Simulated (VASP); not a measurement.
Rb2PdO2:

```
Rb O Pd
1.0
     0.00000    4.27627    0.00000
     4.27627    0.00000    0.00000
     2.13814    2.13814   -6.74698
Rb O Pd
2 2 1
Direct
  0.34510 0.34510 0.30980
  0.65490 0.65490 0.69020
  0.12730 0.12730 0.74540
  0.87270 0.87270 0.25460
  0.00000 0.00000 0.00000
```

```yaml
Program: VASP 6.6.1
Task: relaxation of cell and atoms
Functional: PBE
Potentials_or_basis: VASP PAW PBE potentials, release 64 (Rb_sv, O, Pd_sv_GW)
Cutoff: 700 eV
k_mesh: 5 × 5 × 5
Occupations: fermi-dirac, width 0.1 eV
Spin: no spin polarisation
Hubbard_terms: Pd d U = 1.0 eV
```

At the start: pressure 7.8 GPa; volume 24.68 Å³/atom.

Q: Where does the relaxation end?

A: Over 20 steps the energy falls by 149.8 meV/atom and the volume is 24.73 Å³/atom (+0.2 %); space group I4/mmm (No. 139, to 0.1 Å) before and after.

The path:
```tsv
step	energy change (eV)	largest force (eV/Å)	pressure (GPa)	volume (Å³)
1	0.0000	5.5926	7.79	123.38
2	1.3337	2.5580	-6.31	144.74
3	0.0631	2.4156	-5.57	136.70
4	-0.5203	1.5327	-3.76	132.04
5	-0.6519	1.5737	1.70	126.04
6	-0.7210	0.2054	-1.33	128.70
7	-0.7274	0.1250	-0.80	128.15
8	-0.7276	0.1579	-0.70	128.05
9	-0.7369	0.1408	-0.44	126.36
10	-0.7456	0.1007	0.26	122.36
11	-0.7457	0.1034	0.21	122.63
12	-0.7453	0.1581	-0.22	122.87
13	-0.7463	0.0541	0.02	122.73
14	-0.7470	0.0461	0.02	122.86
15	-0.7485	0.0216	0.01	123.25
16	-0.7485	0.0289	0.00	124.01
17	-0.7490	0.0071	0.01	123.62
18	-0.7490	0.0076	0.01	123.64
19	-0.7490	0.0181	-0.04	123.69
20	-0.7490	0.0040	-0.01	123.65
```

Final structure:
```xyz
5
Lattice="0.0000 4.2402 0.0000 4.2402 0.0000 0.0000 2.1201 2.1201 -6.8777" Properties=species:S:1:pos:R:3 pbc="T T T"
Rb    2.1201    2.1201   -2.0787
Rb    4.2402    4.2402   -4.7989
O     2.1201    2.1201   -5.0044
O     4.2402    4.2402   -1.8732
Pd    0.0000    0.0000    0.0000
```

Caveat: U without spin polarisation on a metal has little footing.
